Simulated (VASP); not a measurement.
# Cr (P6/mmm) in VASP: further runs

Runs on Cr. Level: PBEsol. Tasks: single point.

All numbers are computed with VASP 6.6.1; they aren't measurements. Logs are shortened: lines on timing, memory, paths and dates and some standing lists are left out, and cuts for length are marked.

### Step 1. The cell of the first run

The structure is hexagonal, space group P6/mmm (No. 191). Conventional cell: a = 4.070 Å, b = 4.070 Å, c = 2.197 Å, α = 90.00°, β = 90.00°, γ = 120.00°. Cr (site symmetry 6/mmm) has 14 Cr at 2.20 to 2.59 Å within 2.9 Å. Cr (site symmetry -6m2) has 11 Cr at 2.20 to 2.59 Å within 2.9 Å.

This isn't the form of Cr at room conditions, which is bcc.

### Step 2. Single point, PBEsol (10.51 Å³/atom)

Contents of INCAR:

```
ALGO = Normal
EDIFF = 1E-6
ENCUT = 520
GGA = PS
ISIF = 2
ISMEAR = -1
LASPH = T
LCHARG = F
LREAL = F
LWAVE = F
NBANDS = 25
NELM = 80
PREC = Accurate
SIGMA = 0.1
```

Contents of KPOINTS:

```
k-points
0
Gamma
  10 10 16
```

Contents of POSCAR:

```
Cr
1.0
    4.0702432050      0.0000000000      0.0000000000
   -2.0351216025      3.5249340151      0.0000000000
    0.0000000000      0.0000000000      2.1970537059
Cr
3
Direct
    0.0000000000      1.0000000000      0.0000000000
    0.3333333333      0.6666666667      0.5000000000
    0.6666666667      0.3333333333      0.5000000000
```

Potentials or basis: VASP PAW PBE potentials, release 64 (Cr_pv).

On the command line:

```console
$ cat potpaw_PBE.64/Cr_pv/POTCAR > POTCAR
$ mpirun -np 1 vasp_std > vasp.out
```

OUTCAR:

```text
EDIFF = 1E-6
   ENCUT = 520
   GGA = PS
   ISIF = 2
   ISMEAR = -1
   LASPH = T
   LREAL = F
   NELM = 80
   PREC = Accurate

 ion  position               nearest neighbor table
   1  0.000  0.000  0.000-   2 2.59   3 2.59   2 2.59   3 2.59   2 2.59   2 2.59   3 2.59   3 2.59
                             3 2.59   3 2.59   2 2.59   2 2.59
   2  0.333  0.667  0.500-   3 2.35   3 2.35   3 2.35   1 2.59   1 2.59   1 2.59   1 2.59   1 2.59
                             1 2.59
   3  0.667  0.333  0.500-   2 2.35   2 2.35   2 2.35   1 2.59   1 2.59   1 2.59   1 2.59   1 2.59
                             1 2.59

  LATTYP: Found a hexagonal cell.
 ALAT       =     4.0702432050
 C/A-ratio  =     0.5397843803

  Lattice vectors:

 A1 = (   4.0702432050,   0.0000000000,   0.0000000000)
 A2 = (  -2.0351216025,   3.5249340151,   0.0000000000)
 A3 = (   0.0000000000,   0.0000000000,   2.1970537059)

Analysis of symmetry for initial positions (statically):
=====================================================================
 Subroutine PRICEL returns:
 Original cell was already a primitive cell.

 Routine SETGRP: Setting up the symmetry group for a
 hexagonal supercell.

 Subroutine GETGRP returns: Found 24 space group operations
 (whereof 24 operations were pure point group operations)
 out of a pool of 24 trial point group operations.

The static configuration has the point symmetry D_6h.

Analysis of symmetry for dynamics (positions and initial velocities):
=====================================================================
 Subroutine PRICEL returns:
 Original cell was already a primitive cell.

 Routine SETGRP: Setting up the symmetry group for a
 hexagonal supercell.

 Subroutine GETGRP returns: Found 24 space group operations
 (whereof 24 operations were pure point group operations)
 out of a pool of 24 trial point group operations.

The dynamic configuration has the point symmetry D_6h.

 Subroutine INISYM returns: Found 24 space group operations
 (whereof 24 operations are pure point group operations),
 and found     1 'primitive' translations

----------------------------------------------------------------------------------------

                                     Primitive cell

  volume of cell :      31.5219

  direct lattice vectors                    reciprocal lattice vectors
     4.070243205  0.000000000  0.000000000     0.245685565  0.141846627  0.000000000
    -2.035121602  3.524934015  0.000000000     0.000000000  0.283693254  0.000000000
     0.000000000  0.000000000  2.197053706     0.000000000  0.000000000  0.455155009

  length of vectors
     4.070243205  4.070243205  2.197053706     0.283693254  0.283693254  0.455155009

  position of ions in fractional coordinates (direct lattice)
     0.000000000  0.000000000  0.000000000
     0.333333333  0.666666667  0.500000000
     0.666666667  0.333333333  0.500000000

  ion indices of the primitive-cell ions
   primitive index   ion index
                 1           1
                 2           2
                 3           3

----------------------------------------------------------------------------------------

 KPOINTS: k-points

Automatic generation of k-mesh.
 Grid dimensions read from file:
 generate k-points for:   10   10   16

 Generating k-lattice:

  Cartesian coordinates                     Fractional coordinates (reciprocal lattice)
     0.024568556  0.014184663  0.000000000     0.100000000 -0.000000000  0.000000000
     0.000000000  0.028369325  0.000000000     0.000000000  0.100000000  0.000000000
     0.000000000  0.000000000  0.028447188     0.000000000  0.000000000  0.062500000

  Length of vectors
     0.028369325  0.028369325  0.028447188

  Shift w.r.t. Gamma in fractional coordinates (k-lattice)
     0.000000000  0.000000000  0.000000000

 Subroutine IBZKPT returns following result:
 ===========================================

 Found    126 irreducible k-points:

 Following reciprocal coordinates:
            Coordinates               Weight
  0.000000  0.000000  0.000000      1.000000
  0.100000 -0.000000  0.000000      6.000000
  0.200000 -0.000000  0.000000      6.000000
  0.300000  0.000000  0.000000      6.000000
  0.400000  0.000000  0.000000      6.000000
  0.500000  0.000000  0.000000      3.000000
[... 16 lines left out ...]
  0.300000  0.100000  0.062500     24.000000
  0.400000  0.100000  0.062500     24.000000
 [... further k-points ...]
   k-points           NKPTS =    126   k-points in BZ     NKDIM =    126   number of bands    NBANDS=     25
   number of dos      NEDOS =    301   number of ions     NIONS =      3
   total plane-waves  NPLWV =  14400
   dimension x,y,z NGX =    30 NGY =   30 NGZ =   16
   dimension x,y,z NGXF=    60 NGYF=   60 NGZF=   32
   ions per type =               3
   NGX,Y,Z   is equivalent  to a cutoff of  12.25, 12.25, 12.11 a.u.
   NGXF,Y,Z  is equivalent  to a cutoff of  24.51, 24.51, 24.21 a.u.
 SYSTEM =  unknown system
   PREC   = accura    normal or accurate (medium, high low for compatibility)
   ISTART =      0    job   : 0-new  1-cont  2-samecut
   ICHARG =      2    charge: 1-file 2-atom 10-const
   ISPIN  =      1    spin polarized calculation?
   LNONCOLLINEAR =      F non collinear calculations
   LSORBIT =      F    spin-orbit coupling
   LASPH  =      T    aspherical Exc in radial PAW
   ENCUT  =  520.0 eV  38.22 Ry    6.18 a.u.   7.57  7.57  4.09*2*pi/ulx,y,z
   NELM   =     80;   NELMIN=  2; NELMDL= -5     # of ELM steps
   EDIFF  = 0.1E-05   stopping-criterion for ELM
   LREAL  =      F    real-space projection
[... 7 lines left out ...]
   TEBEG  =    0.0;   TEEND  =   0.0 temperature during run
   PSTRESS=    0.0 pullay stress
   NELECT =      36.0000    total number of electrons
   NUPDOWN=      -1.0000    fix difference up-down
   EMIN   =  10.00;   EMAX   =-10.00  energy-range for DOS
   EFERMI =   0.00;   METHOD = LEGACY
   ISMEAR =    -1;   SIGMA  =   0.10  broadening in eV -4-tet -1-fermi 0-gaus
   EFERMI_NEDOS =   21; number of points for ismear=-14 and -15
   IALGO  =     38    algorithm
   IMIX   =      4    mixing-type and parameters
     AMIX     =   0.40;   BMIX     =  1.00
     AMIX_MAG =   1.60;   BMIX_MAG =  1.00
  volume/ion in A,a.u.               =      10.51        70.91
  Fermi-wavevector in a.u.,A,eV,Ry     =   1.711217  3.233731 39.841428  2.928262
  Thomas-Fermi vector in A             =   2.789372
   LORBIT       =      0    0 simple, 1 ext, 2 COOP (PROOUT), +10 PAW based schemes
   GGA     = PS    functional components
   LHFCALC =     F    Hartree Fock is set to
   AEXX    =    0.0000 exact exchange contribution
   IVDW    =     0    specifies the selected vdW correction
   LEPSILON=     F    determine dielectric tensor
   LRPA    =     F    only Hartree local field effects (RPA)
 non-spin polarized calculation
  energy-cutoff  :      520.00
  volume of cell :       31.52
 maximum number of plane-waves:       866
   NGX = 15   NGY = 15   NGZ =  9

 number of electron      36.0000001 magnetization

 Free energy of the ion-electron system (eV)
  ---------------------------------------------------
  ext. energy  EPLUGINS =         0.00000000
  ---------------------------------------------------
  free energy    TOTEN  =       -29.55091275 eV

  energy without entropy =      -29.41502374  energy(sigma->0) =      -29.48296825

 E-fermi :  12.1549     XC(G=0): -14.3657

 val. band max:       12.1545695976   @ k =   0.1000   0.1000   0.4375
 cond. band min:      12.1621590882   @ k =   0.2000  -0.0000   0.1250
 fundamental gap:      0.0075894907
 Fermi energy:        12.1549133641

 k-point     1 :       0.0000    0.0000    0.0000
  band No.  band energies     occupation
      1     -30.9450      2.00000
      2     -30.9450      2.00000
      3     -30.8766      2.00000
      4     -30.8766      2.00000
      5     -30.1209      2.00000
      6     -30.1209      2.00000
[... 17 lines left out ...]
     24      15.2533      0.00000
     25      15.2533      0.00000

 k-point     2 :       0.1000   -0.0000    0.0000
  band No.  band energies     occupation
      1     -31.0242      2.00000
      2     -31.0068      2.00000
      3     -30.7908      2.00000
      4     -30.7804      2.00000
      5     -30.1567      2.00000
      6     -30.1269      2.00000
[... 17 lines left out ...]
     24      15.1658      0.00000
     25      15.2381      0.00000

 k-point     3 :       0.2000   -0.0000    0.0000
  band No.  band energies     occupation
      1     -31.1157      2.00000
      2     -31.0422      2.00000
      3     -30.6802      2.00000
      4     -30.6506      2.00000
      5     -30.2545      2.00000
      6     -30.1442      2.00000
[... 17 lines left out ...]
     24      14.9249      0.00000
     25      15.1918      0.00000

 k-point     4 :       0.3000    0.0000    0.0000
  band No.  band energies     occupation
      1     -31.1874      2.00000
      2     -31.0171      2.00000
      3     -30.5793      2.00000
      4     -30.5628      2.00000
      5     -30.3716      2.00000
      6     -30.1713      2.00000
[... 17 lines left out ...]
     24      14.6044      0.00000
     25      15.1127      0.00000
[... 477 lines left out ...]
 k-point    22 :       0.2000    0.1000    0.0625
  band No.  band energies     occupation
      1     -31.1260      2.00000
      2     -31.0512      2.00000
      3     -30.6057      2.00000
      4     -30.5736      2.00000
      5     -30.3353      2.00000
      6     -30.1533      2.00000
[... 17 lines left out ...]
     24      14.5595      0.00000
     25      15.0247      0.00000

 k-point    23 :       0.3000    0.1000    0.0625
  band No.  band energies     occupation
      1     -31.1778      2.00000
      2     -30.9952      2.00000
      3     -30.6017      2.00000
      4     -30.4997      2.00000
      5     -30.3955      2.00000
      6     -30.1778      2.00000
[... 17 lines left out ...]
     24      14.6049      0.00000
     25      14.9230      0.00000

 k-point    24 :       0.4000    0.1000    0.0625
  band No.  band energies     occupation
      1     -31.2055      2.00000
      2     -30.8851      2.00000
      3     -30.7387      2.00000
      4     -30.4542      2.00000
      5     -30.3674      2.00000
      6     -30.1979      2.00000
[... 17 lines left out ...]
     24      14.7723      0.00000
     25      14.8777      0.00000

 [... further k-points ...]

------------------------ aborting loop because EDIFF is reached ----------------------------------------

  FORCE on cell =-STRESS in cart. coord.  units (eV):
  Direction    XX          YY          ZZ          XY          YZ          ZX
  --------------------------------------------------------------------------------------
  -------------------------------------------------------------------------------------
  Total        4.8024425      4.8024425      5.3786297      0.0000000     -0.0000000      0.0000000
  in kB      244.0960362    244.0960362    273.3821811      0.0000000     -0.0000000      0.0000000
  external PRESSURE =     253.8580845 kB  Pullay stress =       0.0000000 kB

 VOLUME and BASIS-vectors are now :
 -----------------------------------------------------------------------------
  energy-cutoff  :      520.00
  volume of cell :       31.52
      direct lattice vectors                 reciprocal lattice vectors
     4.070243205  0.000000000  0.000000000     0.245685565  0.141846627  0.000000000
    -2.035121602  3.524934015  0.000000000     0.000000000  0.283693254  0.000000000
     0.000000000  0.000000000  2.197053706     0.000000000  0.000000000  0.455155009

 POSITION                                       TOTAL-FORCE (eV/Angst)
 -----------------------------------------------------------------------------------
      0.00000      0.00000      0.00000        -0.000000      0.000000      0.000000
     -0.00000      2.34996      1.09853         0.000000     -0.000000      0.000000
      2.03512      1.17498      1.09853        -0.000000      0.000000      0.000000
 -----------------------------------------------------------------------------------
    total drift:                               -0.000000      0.000000      0.000000

  FREE ENERGIE OF THE ION-ELECTRON SYSTEM (eV)
  ---------------------------------------------------
  free  energy   TOTEN  =       -29.5509127517 eV

  energy  without entropy=      -29.4150237449  energy(sigma->0) =      -29.48296825
```

It took 39 s on 1 thread of AMD EPYC 9R45 (Zen 5), shared host; peak memory 0.16 GiB.

Results:

* Free energy: -29.5509 eV
* Pressure: 25.4 GPa
* Band gap on the k mesh: zero (bands 18 and 19 overlap by 1.10 eV)

Levels at points of the mesh, in eV from the Fermi level:
```tsv
k point	band 16	band 17	band 18	band 19	band 20	band 21
(0.00, 0.00, 0.00)	-2.34	-2.12	-0.43	-0.43	1.51	1.51
(0.50, 0.00, 0.00)	-2.07	-1.96	0.67	0.84	1.59	1.67
(0.00, 0.00, 0.50)	-1.13	-1.13	0.09	0.09	1.81	1.81
(0.50, 0.00, 0.50)	-1.57	-0.20	-0.15	1.01	1.21	1.78
```

Caveat: the cell stands under pressure; the PAW data sets were made with another functional, which shifts forces and pressure a little; the run has no spin polarisation, though such a crystal can be magnetic. Spin polarisation is off, so any magnetic state and its effect on volume and gap are missing.

[end of part 1 of 2]
